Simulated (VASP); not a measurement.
Input of a VASP 6.6.1 run:

File INCAR:

```
SYSTEM = NaF
  PREC = Accurate
  ENCUT = 520
  EDIFF = 1E-6
  ISMEAR = -1
  SIGMA = 0.02
  LREAL = .False.
  LASPH = .True.
  NELM = 100
  ALGO = Normal
  ISIF = 2
  LWAVE = .False.
  LCHARG = .True.
  GGA = PE
  LELF = .True.
  LVHAR = .True.
  NBANDS = 14
```

Contents of KPOINTS:

```
Automatic mesh
0
Gamma
  10 10 10
  0 0 0
```

The input POSCAR:

```
NaF
1.0
    0.0000000000      2.2971680800      2.2971680800
    2.2971680800      0.0000000000      2.2971680800
    2.2971680800      2.2971680800      0.0000000000
Na F
1 1
Direct
    0.0000000000      0.0000000000      0.0000000000
    0.5000000000      0.5000000000      0.5000000000
```

Potentials or basis: VASP PAW PBE potentials, release 64 (Na_pv, F).

Command:

```console
$ cat potpaw_PBE.64/Na_pv/POTCAR potpaw_PBE.64/F/POTCAR > POTCAR
$ mpirun -np 1 vasp_std > vasp.out
```

Q: What does it give for the band gap on the k mesh?

A: 6.44 eV, direct.

Q: Estimate the pressure.

A: 3.5 GPa.

A k mesh can miss the band edges. PBE gaps usually lie below the measured ones, often by a third to a half.
